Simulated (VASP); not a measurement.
Here is a VASP 6.6.1 calculation.

INCAR

```
SYSTEM = As
PREC = Accurate ; ENCUT = 400
EDIFF = 1E-6 ; ISMEAR = 0
SIGMA = 0.04 ; LREAL = .False.
LASPH = .True. ; NELM = 120
ALGO = Normal ; ISIF = 2
LWAVE = .False. ; LCHARG = .False.
LDIPOL = .True. ; IDIPOL = 3
DIPOL = 0.5 0.5 0.650 ; GGA = PS
NBANDS = 24 ; GGA_COMPAT = .False.
NELMDL = -8
```

Contents of KPOINTS:

```
Automatic mesh
0
Gamma
  6 6 1
  0 0 0
```

File POSCAR:

```
As
1.0
    6.2721990896      0.0000000000      0.0000000000
   -3.1360995448      5.4318837492      0.0000000000
    0.0000000000      0.0000000000     23.2000000000
As
6
Direct
    0.6666670000      0.6666670000      0.6202393852
    0.3337921728      0.9992872919      0.6202372646
    1.0011651755      0.3337715717      0.6202351171
    0.3339603395      0.3328848591      0.6792647746
    1.0000982741      0.6664799376      0.6792617558
    0.6675646504      1.0003612615      0.6792661289
```

Potentials or basis: VASP PAW PBE potentials, release 64 (As).

Command:

```sh
$ cat potpaw_PBE.64/As/POTCAR > POTCAR
$ mpirun -np 1 vasp_std > vasp.out
```

Question: What does it give for the band gap on the k mesh?

Answer: 1.69 eV.

Question: Predict the largest force.

Answer: 0.092 eV/Å.

Forces on the atoms (eV/Å):
```
As   0.018 -0.002 -0.090
As  -0.008  0.017 -0.090
As  -0.011 -0.015 -0.090
As  -0.004  0.002  0.090
As   0.004  0.002  0.090
As   0.000 -0.004  0.090
```

Caveat: the PAW data sets were made with another functional, which shifts forces and pressure a little.
